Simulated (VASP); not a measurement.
# P (Cmce) in VASP: single point with PBE+D3(BJ)

Aim: the single point of P with PBE+D3(BJ).

Everything below comes from runs of VASP 6.6.1. Logs are shortened: lines on timing, memory, paths and dates and some standing lists are left out, and cuts for length are marked.

## (1) The cell of the first run

The structure is orthorhombic, space group Cmce (No. 64). The conventional cell has a = 3.316 Å, b = 10.484 Å, c = 4.379 Å, α = 90.00°, β = 90.00°, γ = 90.00°. Within 2.9 Å of P (site symmetry m) lie 3 P at 2.22 to 2.24 Å.

## (2) Single point, PBE+D3(BJ)

INCAR reads:

```
SYSTEM = P
PREC = Accurate ; ENCUT = 520
EDIFF = 1E-7 ; ISMEAR = 0
SIGMA = 0.01 ; LREAL = .FALSE.
LASPH = .TRUE. ; NELM = 100
ALGO = Normal ; ISIF = 2
LWAVE = .FALSE. ; LCHARG = .FALSE.
GGA = PE ; IVDW = 12
NBANDS = 18
```

KPOINTS reads:

```
Automatic mesh
0
G
  10 10 6
  0 0 0
```

POSCAR reads:

```
P
1.0
    1.6582000000     -5.2420000000      0.0000000000
    1.6582000000      5.2420000000      0.0000000000
    0.0000000000      0.0000000000      4.3793000000
P
4
Direct
    0.8983800000      0.1016200000      0.0806800000
    0.6016200000      0.3983800000      0.5806800000
    0.1016200000      0.8983800000      0.9193200000
    0.3983800000      0.6016200000      0.4193200000
```

Potentials or basis: VASP PAW PBE potentials, release 64 (P).

Launch:

```sh
cat potpaw_PBE.64/P/POTCAR > POTCAR
mpirun -np 1 vasp_std > vasp.out
```

OUTCAR:

```text
SYSTEM = P
   PREC = Accurate
   ENCUT = 520
   EDIFF = 1E-7
   ISMEAR = 0
   LREAL = .FALSE.
   LASPH = .TRUE.
   NELM = 100
   ISIF = 2
   GGA = PE
   IVDW = 12
 IVDW          = 12

 ion  position               nearest neighbor table
   1  0.898  0.102  0.081-   4 2.22   4 2.22   3 2.24
   2  0.602  0.398  0.581-   3 2.22   3 2.22   4 2.24
   3  0.102  0.898  0.919-   2 2.22   2 2.22   1 2.24
   4  0.398  0.602  0.419-   1 2.22   1 2.22   2 2.24

  LATTYP: Found a base centered orthorhombic cell.
 ALAT       =     3.3164000000
 B/A-ratio  =     3.1612591967
 C/A-ratio  =     1.3204981305

  Lattice vectors:

 A1 = (   1.6582000000,  -5.2420000000,   0.0000000000)
 A2 = (   1.6582000000,   5.2420000000,   0.0000000000)
 A3 = (   0.0000000000,   0.0000000000,   4.3793000000)

Analysis of symmetry for initial positions (statically):
=====================================================================
 Subroutine PRICEL returns:
 Original cell was already a primitive cell.

 Routine SETGRP: Setting up the symmetry group for a
 base centered orthorhombic supercell.

 Subroutine GETGRP returns: Found  8 space group operations
 (whereof  4 operations were pure point group operations)
 out of a pool of  8 trial point group operations.

The static configuration has the point symmetry C_2h.
 The point group associated with its full space group is D_2h.

Analysis of symmetry for dynamics (positions and initial velocities):
=====================================================================
 Subroutine PRICEL returns:
 Original cell was already a primitive cell.

 Routine SETGRP: Setting up the symmetry group for a
 base centered orthorhombic supercell.

 Subroutine GETGRP returns: Found  8 space group operations
 (whereof  4 operations were pure point group operations)
 out of a pool of  8 trial point group operations.

The dynamic configuration has the point symmetry C_2h.
 The point group associated with its full space group is D_2h.

 Subroutine INISYM returns: Found  8 space group operations
 (whereof  4 operations are pure point group operations),
 and found     1 'primitive' translations

----------------------------------------------------------------------------------------

                                     Primitive cell

  volume of cell :      76.1322

  direct lattice vectors                    reciprocal lattice vectors
     1.658200000 -5.242000000  0.000000000     0.301531781 -0.095383441  0.000000000
     1.658200000  5.242000000  0.000000000     0.301531781  0.095383441  0.000000000
     0.000000000  0.000000000  4.379300000     0.000000000  0.000000000  0.228346996

  length of vectors
     5.498017028  5.498017028  4.379300000     0.316258464  0.316258464  0.228346996

  position of ions in fractional coordinates (direct lattice)
     0.898380000  0.101620000  0.080680000
     0.601620000  0.398380000  0.580680000
     0.101620000  0.898380000  0.919320000
     0.398380000  0.601620000  0.419320000

  ion indices of the primitive-cell ions
   primitive index   ion index
                 1           1
                 2           2
                 3           3
                 4           4

----------------------------------------------------------------------------------------

 KPOINTS: Automatic mesh

Automatic generation of k-mesh.
 Grid dimensions read from file:
 generate k-points for:   10   10    6

 Generating k-lattice:

  Cartesian coordinates                     Fractional coordinates (reciprocal lattice)
     0.030153178 -0.009538344  0.000000000     0.100000000  0.000000000  0.000000000
     0.030153178  0.009538344  0.000000000     0.000000000  0.100000000  0.000000000
     0.000000000  0.000000000  0.038057833     0.000000000  0.000000000  0.166666667

  Length of vectors
     0.031625846  0.031625846  0.038057833

  Shift w.r.t. Gamma in fractional coordinates (k-lattice)
     0.000000000  0.000000000  0.000000000

 Subroutine IBZKPT returns following result:
 ===========================================

 Found    124 irreducible k-points:

 Following reciprocal coordinates:
            Coordinates               Weight
  0.000000  0.000000  0.000000      1.000000
  0.100000  0.000000  0.000000      4.000000
  0.200000  0.000000  0.000000      4.000000
  0.300000  0.000000  0.000000      4.000000
  0.400000  0.000000  0.000000      4.000000
  0.500000  0.000000  0.000000      2.000000
[... 16 lines left out ...]
  0.300000  0.300000  0.000000      2.000000
  0.400000  0.300000  0.000000      4.000000
 [... further k-points ...]
   k-points           NKPTS =    124   k-points in BZ     NKDIM =    124   number of bands    NBANDS=     18
   number of dos      NEDOS =    301   number of ions     NIONS =      4
   total plane-waves  NPLWV =  63504
   dimension x,y,z NGX =    42 NGY =   42 NGZ =   36
   dimension x,y,z NGXF=    84 NGYF=   84 NGZF=   72
   ions per type =               4
   NGX,Y,Z   is equivalent  to a cutoff of  12.70, 12.70, 13.67 a.u.
   NGXF,Y,Z  is equivalent  to a cutoff of  25.40, 25.40, 27.33 a.u.
 SYSTEM =  P
   PREC   = accura    normal or accurate (medium, high low for compatibility)
   ISTART =      0    job   : 0-new  1-cont  2-samecut
   ICHARG =      2    charge: 1-file 2-atom 10-const
   ISPIN  =      1    spin polarized calculation?
   LNONCOLLINEAR =      F non collinear calculations
   LSORBIT =      F    spin-orbit coupling
   LASPH  =      T    aspherical Exc in radial PAW
   ENCUT  =  520.0 eV  38.22 Ry    6.18 a.u.  10.22 10.22  8.14*2*pi/ulx,y,z
   NELM   =    100;   NELMIN=  2; NELMDL= -5     # of ELM steps
   EDIFF  = 0.1E-06   stopping-criterion for ELM
   LREAL  =      F    real-space projection
   EDIFFG = 0.1E-05   stopping-criterion for IOM
   NSW    =      0    number of steps for IOM
   IBRION =     -1    ionic relax: 0-MD 1-quasi-New 2-CG
   NFREE  =      0    steps in history (QN), initial steepest desc. (CG)
   ISIF   =      2    stress and relaxation
   ISYM   =      2    0-nonsym 1-usesym 2-fastsym
   POTIM  = 0.5000    time-step for ionic-motion
   TEBEG  =    0.0;   TEEND  =   0.0 temperature during run
   PSTRESS=    0.0 pullay stress
   NELECT =      20.0000    total number of electrons
   NUPDOWN=      -1.0000    fix difference up-down
   EMIN   =  10.00;   EMAX   =-10.00  energy-range for DOS
   EFERMI =   0.00;   METHOD = LEGACY
   ISMEAR =     0;   SIGMA  =   0.01  broadening in eV -4-tet -1-fermi 0-gaus
   EFERMI_NEDOS =   21; number of points for ismear=-14 and -15
   IALGO  =     38    algorithm
   IMIX   =      4    mixing-type and parameters
     AMIX     =   0.40;   BMIX     =  1.00
     AMIX_MAG =   1.60;   BMIX_MAG =  1.00
  volume/ion in A,a.u.               =      19.03       128.44
  Fermi-wavevector in a.u.,A,eV,Ry     =   1.048484  1.981348 14.957149  1.099319
  Thomas-Fermi vector in A             =   2.183408
   LORBIT       =      0    0 simple, 1 ext, 2 COOP (PROOUT), +10 PAW based schemes
   GGA     = PE    functional components
   LHFCALC =     F    Hartree Fock is set to
   AEXX    =    0.0000 exact exchange contribution
   IVDW    =    12    specifies the selected vdW correction
   LEPSILON=     F    determine dielectric tensor
   LRPA    =     F    only Hartree local field effects (RPA)
 non-spin polarized calculation
 Gauss-broadening in eV      SIGMA  =   0.01
  energy-cutoff  :      520.00
  volume of cell :       76.13
 maximum number of plane-waves:      2076
 NGX is ok and might be reduce to    42
   NGX = 21   NGY = 21   NGZ = 17

 number of electron      19.9999999 magnetization

 Free energy of the ion-electron system (eV)
  ---------------------------------------------------
  ext. energy  EPLUGINS =         0.00000000
  ---------------------------------------------------
  free energy    TOTEN  =       -21.46584190 eV

  energy without entropy =      -21.46584075  energy(sigma->0) =      -21.46584133

 E-fermi :   6.7114     XC(G=0):  -9.8462

 val. band max:        6.6926491337   @ k =  -0.4000   0.4000   0.0000
 cond. band min:       6.7317540892   @ k =   0.5000   0.2000   0.0000
 fundamental gap:      0.0391049554
 Fermi energy:         6.7114022652

 k-point     1 :       0.0000    0.0000    0.0000
  band No.  band energies     occupation
      1      -9.2372      2.00000
      2      -6.1978      2.00000
      3      -2.9608      2.00000
      4      -0.3687      2.00000
      5       1.6559      2.00000
      6       1.9250      2.00000
[... 10 lines left out ...]
     17      13.8024      0.00000
     18      14.0008      0.00000

 k-point     2 :       0.1000    0.0000    0.0000
  band No.  band energies     occupation
      1      -9.1134      2.00000
      2      -6.0894      2.00000
      3      -3.0326      2.00000
      4      -0.2503      2.00000
      5       1.5792      2.00000
      6       1.7593      2.00000
[... 10 lines left out ...]
     17      12.7812      0.00000
     18      13.7248      0.00000

 k-point     3 :       0.2000    0.0000    0.0000
  band No.  band energies     occupation
      1      -8.7446      2.00000
      2      -5.7635      2.00000
      3      -3.3608      2.00000
      4       0.0940      2.00000
      5       0.4682      2.00000
      6       1.1110      2.00000
[... 10 lines left out ...]
     17      11.3804      0.00000
     18      13.5656      0.00000

 k-point     4 :       0.3000    0.0000    0.0000
  band No.  band energies     occupation
      1      -8.1395      2.00000
      2      -5.2189      2.00000
      3      -4.1211      2.00000
      4      -0.9365      2.00000
      5       0.6180      2.00000
      6       0.7607      2.00000
[... 375 lines left out ...]
      4      -0.1224      2.00000
      5       1.6055      2.00000
      6       1.6298      2.00000
[... 10 lines left out ...]
     17      12.9105      0.00000
     18      13.7985      0.00000

 k-point    23 :       0.3000    0.3000    0.0000
  band No.  band energies     occupation
      1      -7.1717      2.00000
      2      -5.2886      2.00000
      3      -4.8114      2.00000
      4      -1.9631      2.00000
      5       0.9216      2.00000
      6       1.5786      2.00000
[... 10 lines left out ...]
     17      13.2272      0.00000
     18      13.6527      0.00000

 k-point    24 :       0.4000    0.3000    0.0000
  band No.  band energies     occupation
      1      -7.9645      2.00000
      2      -5.6477      2.00000
      3      -4.1852      2.00000
      4      -0.6221      2.00000
      5       0.7359      2.00000
      6       1.3226      2.00000
[... 10 lines left out ...]
     17      12.8243      0.00000
     18      13.3717      0.00000

 [... further k-points ...]

------------------------ aborting loop because EDIFF is reached ----------------------------------------

 Edisp (eV)   -1.46854

 E8    (eV) :    -0.5562

  FORCE on cell =-STRESS in cart. coord.  units (eV):
  Direction    XX          YY          ZZ          XY          YZ          ZX
  --------------------------------------------------------------------------------------
  -------------------------------------------------------------------------------------
  Total      -0.85400    -0.39963    -0.73616     0.00000     0.00000     0.00000
  in kB     -17.97214    -8.41017   -15.49219     0.00000     0.00000     0.00000
  external pressure =      -13.96 kB  Pullay stress =        0.00 kB

 VOLUME and BASIS-vectors are now :
 -----------------------------------------------------------------------------
  energy-cutoff  :      520.00
  volume of cell :       76.13
      direct lattice vectors                 reciprocal lattice vectors
     1.658200000 -5.242000000  0.000000000     0.301531781 -0.095383441  0.000000000
     1.658200000  5.242000000  0.000000000     0.301531781  0.095383441  0.000000000
     0.000000000  0.000000000  4.379300000     0.000000000  0.000000000  0.228346996

 POSITION                                       TOTAL-FORCE (eV/Angst)
 -----------------------------------------------------------------------------------
      1.65820     -4.17662      0.35332         0.000000      0.060347     -0.026154
      1.65820     -1.06538      2.54297         0.000000     -0.060347     -0.026154
      1.65820      4.17662      4.02598         0.000000     -0.060347      0.026154
      1.65820      1.06538      1.83633         0.000000      0.060347      0.026154
 -----------------------------------------------------------------------------------
    total drift:                               -0.000000     -0.000000     -0.000000

  FREE ENERGIE OF THE ION-ELECTRON SYSTEM (eV)
  ---------------------------------------------------
  free  energy   TOTEN  =       -22.9343774397 eV

  energy  without entropy=      -22.9343762835  energy(sigma->0) =      -22.93437686
```

Run time: 3.5 min. Hardware: 1 thread of Intel Xeon 6975P-C, shared host; peak memory 0.31 GiB.

What came out:

- Free energy: -22.9344 eV
- Pressure: -1.4 GPa
- Largest force: 0.066 eV/Å
- Band gap on the k mesh: 0.04 eV, indirect (least direct gap 0.15 eV)
- Dispersion energy per atom: -0.367 eV

Forces in eV/Å, atoms in the order of the input:
```
P    0.000  0.060 -0.026
P    0.000 -0.060 -0.026
P    0.000 -0.060  0.026
P    0.000  0.060  0.026
```

Stress tensor (GPa, compression positive):
```
-1.80  0.00  0.00
 0.00 -0.84  0.00
 0.00  0.00 -1.55
```
